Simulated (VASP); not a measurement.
Write the native input for VASP 6.6.1 that does the following.

```
Task                   : single point
Functional             : PBE
Potentials or basis    : VASP PAW PBE potentials, release 64 (Ca_sv, O)
Cutoff                 : 520 eV
k mesh                 : 9 × 9 × 6
Occupations            : gaussian, width 0.05 eV
Spin                   : no spin polarisation
Dipole correction      : no
Further INCAR settings : ALGO = Normal; EDIFF = 1e-06; NBANDS = 24
```

The structure of CaO lies in POSCAR:

```
CaO
1.0
    3.8282227610      0.0000000000      0.0000000000
   -1.9141113805      3.3153381623      0.0000000000
    0.0000000000      0.0000000000      4.9805178120
Ca O
2 2
Direct
    0.3333333333      0.6666666667      0.7500000000
    0.6666666667      0.3333333333      0.2500000000
    0.3333333333      0.6666666667      0.2500000000
    0.6666666667      0.3333333333      0.7500000000
```

These files were run (other wordings do the same):

INCAR

```
PREC = Accurate
ENCUT = 520
EDIFF = 1E-6
ISMEAR = 0
SIGMA = 0.05
LREAL = False
LASPH = True
NELM = 80
ALGO = Normal
ISIF = 2
LWAVE = False
LCHARG = False
GGA = PE
NBANDS = 24
```

KPOINTS

```
regular mesh
0
Gamma
  9 9 6
```

Potentials or basis: VASP PAW PBE potentials, release 64 (Ca_sv, O).

Command:

```console
$ cat potpaw_PBE.64/Ca_sv/POTCAR potpaw_PBE.64/O/POTCAR > POTCAR
$ mpirun -np 1 vasp_std > vasp.out
```

Results of the run:

```json
{
 "Pressure": "6.6 GPa",
 "Band gap on the k mesh": "3.50 eV"
}
```

Caveat: the stress differs along the axes, from -1 to 10 GPa.

Wall time 70 s on 1 thread of Intel Xeon 8259CL (shared host), peak memory 0.18 GiB.
